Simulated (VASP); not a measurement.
# Ca (Im-3m) in VASP: further runs

The runs below take Ca through single point, with LDA.

Program: VASP 6.6.1. These are calculated values, not measurements. Logs are shortened: lines on timing, memory, paths and dates and some standing lists are left out, and cuts for length are marked.

## Step 1: The cell of the first run

It takes space group Im-3m (No. 229, cubic). Conventional cell: a = 4.229 Å, b = 4.229 Å, c = 4.229 Å, α = 90.00°, β = 90.00°, γ = 90.00°. Ca (site symmetry m-3m) has 14 Ca at 3.66 to 4.23 Å within 4.8 Å.

This isn't the form of Ca at room conditions, which is fcc.

## Step 2: Single point, LDA

INCAR reads:

```
PREC = Accurate
ENCUT = 520
EDIFF = 1E-6
ISMEAR = -1
SIGMA = 0.1
LREAL = False
LASPH = True
NELM = 80
ALGO = Normal
ISIF = 2
LWAVE = False
LCHARG = False
GGA = CA
NBANDS = 11
```

KPOINTS reads:

```
Automatic mesh
0
Gamma
  10 10 10
```

POSCAR reads:

```
Ca
1.0
   -2.1142990500      2.1142990500      2.1142990500
    2.1142990500     -2.1142990500      2.1142990500
    2.1142990500      2.1142990500     -2.1142990500
Ca
1
Direct
    0.0000000000      0.0000000000      0.0000000000
```

Potentials or basis: VASP PAW LDA potentials, release 64 (Ca_sv).

The run is started by

```sh
$ cat potpaw_LDA.64/Ca_sv/POTCAR > POTCAR
$ mpirun -np 1 vasp_std > vasp.out
```

OUTCAR:

```text
PREC = Accurate
   ENCUT = 520
   EDIFF = 1E-6
   ISMEAR = -1
   LREAL = False
   LASPH = True
   NELM = 80
   ISIF = 2
   GGA = CA

 ion  position               nearest neighbor table
   1  0.000  0.000  0.000-

  LATTYP: Found a body centered cubic cell.
 ALAT       =     4.2285981000

  Lattice vectors:

 A1 = (  -2.1142990500,   2.1142990500,   2.1142990500)
 A2 = (   2.1142990500,  -2.1142990500,   2.1142990500)
 A3 = (   2.1142990500,   2.1142990500,  -2.1142990500)

Analysis of symmetry for initial positions (statically):
=====================================================================
 Subroutine PRICEL returns:
 Original cell was already a primitive cell.

 Routine SETGRP: Setting up the symmetry group for a
 body centered cubic supercell.

 Subroutine GETGRP returns: Found 48 space group operations
 (whereof 48 operations were pure point group operations)
 out of a pool of 48 trial point group operations.

The static configuration has the point symmetry O_h .

Analysis of symmetry for dynamics (positions and initial velocities):
=====================================================================
 Subroutine PRICEL returns:
 Original cell was already a primitive cell.

 Routine SETGRP: Setting up the symmetry group for a
 body centered cubic supercell.

 Subroutine GETGRP returns: Found 48 space group operations
 (whereof 48 operations were pure point group operations)
 out of a pool of 48 trial point group operations.

The dynamic configuration has the point symmetry O_h .

 Subroutine INISYM returns: Found 48 space group operations
 (whereof 48 operations are pure point group operations),
 and found     1 'primitive' translations

----------------------------------------------------------------------------------------

                                     Primitive cell

  volume of cell :      37.8059

  direct lattice vectors                    reciprocal lattice vectors
    -2.114299050  2.114299050  2.114299050     0.000000000  0.236484995  0.236484995
     2.114299050 -2.114299050  2.114299050     0.236484995  0.000000000  0.236484995
     2.114299050  2.114299050 -2.114299050     0.236484995  0.236484995  0.000000000

  length of vectors
[... 82 lines left out ...]
   EDIFFG = 0.1E-04   stopping-criterion for IOM
   NSW    =      0    number of steps for IOM
   IBRION =     -1    ionic relax: 0-MD 1-quasi-New 2-CG
   NFREE  =      0    steps in history (QN), initial steepest desc. (CG)
   ISIF   =      2    stress and relaxation
   ISYM   =      2    0-nonsym 1-usesym 2-fastsym
   POTIM  = 0.5000    time-step for ionic-motion
   TEBEG  =    0.0;   TEEND  =   0.0 temperature during run
   PSTRESS=    0.0 pullay stress
   NELECT =      10.0000    total number of electrons
   NUPDOWN=      -1.0000    fix difference up-down
   EMIN   =  10.00;   EMAX   =-10.00  energy-range for DOS
   EFERMI =   0.00;   METHOD = LEGACY
   ISMEAR =    -1;   SIGMA  =   0.10  broadening in eV -4-tet -1-fermi 0-gaus
   EFERMI_NEDOS =   21; number of points for ismear=-14 and -15
   IALGO  =     38    algorithm
   IMIX   =      4    mixing-type and parameters
     AMIX     =   0.40;   BMIX     =  1.00
     AMIX_MAG =   1.60;   BMIX_MAG =  1.00
  volume/ion in A,a.u.               =      37.81       255.13
  Fermi-wavevector in a.u.,A,eV,Ry     =   1.050885  1.985884 15.025713  1.104359
  Thomas-Fermi vector in A             =   2.185906
   LORBIT       =      0    0 simple, 1 ext, 2 COOP (PROOUT), +10 PAW based schemes
   GGA     = CA    functional components
   LHFCALC =     F    Hartree Fock is set to
   AEXX    =    0.0000 exact exchange contribution
   IVDW    =     0    specifies the selected vdW correction
   LEPSILON=     F    determine dielectric tensor
   LRPA    =     F    only Hartree local field effects (RPA)
 non-spin polarized calculation
  energy-cutoff  :      520.00
  volume of cell :       37.81
 maximum number of plane-waves:      1048
   NGX = 13   NGY = 13   NGZ = 13

 number of electron      10.0000000 magnetization

 number of electron       9.9999998 magnetization

 Free energy of the ion-electron system (eV)
  ---------------------------------------------------
  ext. energy  EPLUGINS =         0.00000000
  ---------------------------------------------------
  free energy    TOTEN  =        -2.21737708 eV

  energy without entropy =       -2.17417443  energy(sigma->0) =       -2.19577575

 E-fermi :   2.2601     XC(G=0):  -8.3247

 val. band max:        2.2395244130   @ k =  -0.4000  -0.4000   0.1000
 cond. band min:       2.2814402565   @ k =   0.5000   0.5000   0.3000
 fundamental gap:      0.0419158435
 Fermi energy:         2.2600555859

 k-point     1 :       0.0000    0.0000    0.0000
  band No.  band energies     occupation
      1     -39.0592      2.00000
      2     -20.2468      2.00000
      3     -20.2468      2.00000
      4     -20.2468      2.00000
      5      -1.9733      2.00000
      6       4.6031      0.00000
      7       4.6031      0.00000
      8       4.6031      0.00000
      9       5.8038      0.00000
     10       5.8038      0.00000
     11      13.1311      0.00000
[... 309 lines left out ...]
 k-point    24 :      -0.3000    0.3000    0.1000
  band No.  band energies     occupation
      1     -39.0397      2.00000
      2     -20.3877      2.00000
      3     -20.3014      2.00000
      4     -20.2633      2.00000
      5      -0.1640      2.00000
      6       3.5232      0.00001
      7       3.9913      0.00000
      8       5.2037      0.00000
      9       5.8450      0.00000
     10       6.1042      0.00000
     11      10.0756      0.00000

 [... further k-points ...]

------------------------ aborting loop because EDIFF is reached ----------------------------------------

  FORCE on cell =-STRESS in cart. coord.  units (eV):
  Direction    XX          YY          ZZ          XY          YZ          ZX
  --------------------------------------------------------------------------------------
  -------------------------------------------------------------------------------------
  Total       -0.0012008     -0.0012008     -0.0012008      0.0000000      0.0000000      0.0000000
  in kB       -0.0508904     -0.0508904     -0.0508904      0.0000000      0.0000000      0.0000000
  external PRESSURE =      -0.0508904 kB  Pullay stress =       0.0000000 kB

 VOLUME and BASIS-vectors are now :
 -----------------------------------------------------------------------------
  energy-cutoff  :      520.00
  volume of cell :       37.81
      direct lattice vectors                 reciprocal lattice vectors
    -2.114299050  2.114299050  2.114299050     0.000000000  0.236484995  0.236484995
     2.114299050 -2.114299050  2.114299050     0.236484995  0.000000000  0.236484995
     2.114299050  2.114299050 -2.114299050     0.236484995  0.236484995  0.000000000

 POSITION                                       TOTAL-FORCE (eV/Angst)
 -----------------------------------------------------------------------------------
      0.00000      0.00000      0.00000        -0.000000     -0.000000     -0.000000
 -----------------------------------------------------------------------------------
    total drift:                               -0.000000     -0.000000     -0.000000

  FREE ENERGIE OF THE ION-ELECTRON SYSTEM (eV)
  ---------------------------------------------------
  free  energy   TOTEN  =        -2.2173770780 eV

  energy  without entropy=       -2.1741744311  energy(sigma->0) =       -2.19577575
```

stdout:

```text
POSCAR found type information on POSCAR Ca
 POSCAR found :  1 types and       1 ions
 scaLAPACK will be used
 LDA part: xc-table for (Slater(with rela. corr.)+CA(PZ))
 , standard interpolation
 POSCAR, INCAR and KPOINTS ok, starting setup
 FFT: planning ... GRIDC
 FFT: planning ... GRID_SOFT
 FFT: planning ... GRID
 WAVECAR not read
 entering main loop
```

It took 25 s on 1 thread of Intel Xeon 8259CL, shared host; peak memory 0.15 GiB.

Results:

- Free energy: -2.2174 eV
- Pressure: 0.0 GPa
- Band gap on the k mesh: zero (bands 5 and 6 overlap by 0.36 eV)

## Step 3: Single point, LDA (33.27 Å³/atom)

This run uses another cell than the first one, of 33.27 Å³/atom.

INCAR reads:

```
SYSTEM = Ca
PREC     = Accurate       ! precision mode
ENCUT    = 520            ! plane-wave cutoff, eV
EDIFF    = 1E-6           ! SCF threshold, eV
ISMEAR   = -1             ! smearing method
SIGMA    = 0.1            ! smearing width, eV
LREAL    = .FALSE.        ! projectors in reciprocal space
LASPH    = .TRUE.         ! aspherical terms in the spheres
NELM     = 80             ! most SCF steps
ALGO     = Normal         ! electronic algorithm
ISIF     = 2              ! what is computed and relaxed
LWAVE    = .FALSE.        ! write WAVECAR
LCHARG   = .TRUE.         ! write CHGCAR
LELF     = .TRUE.         ! ELF
LVHAR    = .TRUE.       
NBANDS   = 11             ! bands
```

KPOINTS reads:

```
Automatic mesh
0
G
  12 12 12
  0 0 0
```

POSCAR reads:

```
Ca
1.0
   -2.0260988904      2.0260988904      2.0260988904
    2.0260988904     -2.0260988904      2.0260988904
    2.0260988904      2.0260988904     -2.0260988904
Ca
1
Direct
    0.0000000000      0.0000000000      0.0000000000
```

Potentials or basis: VASP PAW LDA potentials, release 64 (Ca_sv).

The run is started by

```sh
$ cat potpaw_LDA.64/Ca_sv/POTCAR > POTCAR
$ mpirun -np 1 vasp_std > vasp.out
```

OUTCAR:

```text
SYSTEM = Ca
   PREC = Accurate
   ENCUT = 520
   EDIFF = 1E-6
   ISMEAR = -1
   LREAL = .FALSE.
   LASPH = .TRUE.
   NELM = 80
   ISIF = 2

 ion  position               nearest neighbor table
   1  0.000  0.000  0.000-

  LATTYP: Found a body centered cubic cell.
 ALAT       =     4.0521977808

  Lattice vectors:

 A1 = (  -2.0260988904,   2.0260988904,   2.0260988904)
 A2 = (   2.0260988904,  -2.0260988904,   2.0260988904)
 A3 = (   2.0260988904,   2.0260988904,  -2.0260988904)

Analysis of symmetry for initial positions (statically):
=====================================================================
 Subroutine PRICEL returns:
 Original cell was already a primitive cell.

 Routine SETGRP: Setting up the symmetry group for a
 body centered cubic supercell.

 Subroutine GETGRP returns: Found 48 space group operations
 (whereof 48 operations were pure point group operations)
 out of a pool of 48 trial point group operations.

The static configuration has the point symmetry O_h .

Analysis of symmetry for dynamics (positions and initial velocities):
=====================================================================
 Subroutine PRICEL returns:
 Original cell was already a primitive cell.

 Routine SETGRP: Setting up the symmetry group for a
 body centered cubic supercell.

 Subroutine GETGRP returns: Found 48 space group operations
 (whereof 48 operations were pure point group operations)
 out of a pool of 48 trial point group operations.

The dynamic configuration has the point symmetry O_h .

 Subroutine INISYM returns: Found 48 space group operations
 (whereof 48 operations are pure point group operations),
 and found     1 'primitive' translations

----------------------------------------------------------------------------------------

                                     Primitive cell

  volume of cell :      33.2692

[... 111 lines left out ...]
   GGA     = CA    functional components
   LHFCALC =     F    Hartree Fock is set to
   AEXX    =    0.0000 exact exchange contribution
   IVDW    =     0    specifies the selected vdW correction
   LEPSILON=     F    determine dielectric tensor
   LRPA    =     F    only Hartree local field effects (RPA)
 non-spin polarized calculation
  energy-cutoff  :      520.00
  volume of cell :       33.27
 maximum number of plane-waves:       935
 NGX is ok and might be reduce to    28
   NGX = 13   NGY = 13   NGZ = 13

 number of electron      10.0000000 magnetization

 number of electron       9.9999997 magnetization

 Free energy of the ion-electron system (eV)
  ---------------------------------------------------
  ext. energy  EPLUGINS =         0.00000000
  ---------------------------------------------------
  free energy    TOTEN  =        -2.17841461 eV

  energy without entropy =       -2.14142420  energy(sigma->0) =       -2.15991940

 E-fermi :   2.8157     XC(G=0):  -8.7677

 val. band max:        2.8105559997   @ k =  -0.4167  -0.4167   0.2500
 cond. band min:       2.8233985401   @ k =   0.5000   0.5000   0.2500
 fundamental gap:      0.0128425404
 Fermi energy:         2.8156747263

 k-point     1 :       0.0000    0.0000    0.0000
  band No.  band energies     occupation
      1     -38.2026      2.00000
      2     -19.3481      2.00000
      3     -19.3481      2.00000
      4     -19.3481      2.00000
      5      -1.6066      2.00000
      6       5.3509      0.00000
      7       5.3509      0.00000
      8       5.3509      0.00000
      9       6.7182      0.00000
     10       6.7182      0.00000
     11      14.4016      0.00000
[... 309 lines left out ...]
 k-point    24 :       0.4167    0.0833    0.0833
  band No.  band energies     occupation
      1     -38.1551      2.00000
      2     -19.6619      2.00000
      3     -19.4703      2.00000
      4     -19.3713      2.00000
      5       2.0421      1.99913
      6       3.1698      0.05632
      7       3.9302      0.00003
      8       6.7651      0.00000
      9       7.1151      0.00000
     10       8.4057      0.00000
     11       9.4036      0.00000

 [... further k-points ...]

------------------------ aborting loop because EDIFF is reached ----------------------------------------

  FORCE on cell =-STRESS in cart. coord.  units (eV):
  Direction    XX          YY          ZZ          XY          YZ          ZX
  --------------------------------------------------------------------------------------
  -------------------------------------------------------------------------------------
  Total        0.6015662      0.6015662      0.6015662     -0.0000000      0.0000000     -0.0000000
  in kB       28.9702397     28.9702397     28.9702397     -0.0000000      0.0000000     -0.0000000
  external PRESSURE =      28.9702397 kB  Pullay stress =       0.0000000 kB

 VOLUME and BASIS-vectors are now :
 -----------------------------------------------------------------------------
  energy-cutoff  :      520.00
  volume of cell :       33.27
      direct lattice vectors                 reciprocal lattice vectors
    -2.026098890  2.026098890  2.026098890     0.000000000  0.246779662  0.246779662
     2.026098890 -2.026098890  2.026098890     0.246779662  0.000000000  0.246779662
     2.026098890  2.026098890 -2.026098890     0.246779662  0.246779662  0.000000000

 POSITION                                       TOTAL-FORCE (eV/Angst)
 -----------------------------------------------------------------------------------
      0.00000      0.00000      0.00000         0.000000     -0.000000      0.000000
 -----------------------------------------------------------------------------------
    total drift:                               -0.000000     -0.000000     -0.000000

  FREE ENERGIE OF THE ION-ELECTRON SYSTEM (eV)
  ---------------------------------------------------
  free  energy   TOTEN  =        -2.1784146052 eV

  energy  without entropy=       -2.1414241974  energy(sigma->0) =       -2.15991940
```

It took 38 s on 1 thread of Intel Xeon 8259CL, shared host; peak memory 0.16 GiB.

Results:

```
Free energy            : -2.1784 eV
Pressure               : 2.9 GPa
Band gap on the k mesh : zero (bands 5 and 6 overlap by 0.69 eV)
```

Levels at points of the mesh, in eV from the Fermi level:
```csv
k point,band 3,band 4,band 5,band 6,band 7,band 8
"(0.00, 0.00, 0.00)",-22.16,-22.16,-4.42,2.54,2.54,2.54
"(0.50, 0.00, 0.00)",-22.27,-22.17,-1.07,0.40,1.31,3.84
"(0.50, 0.50, 0.50)",-22.40,-22.40,-0.27,-0.27,5.00,5.00
```
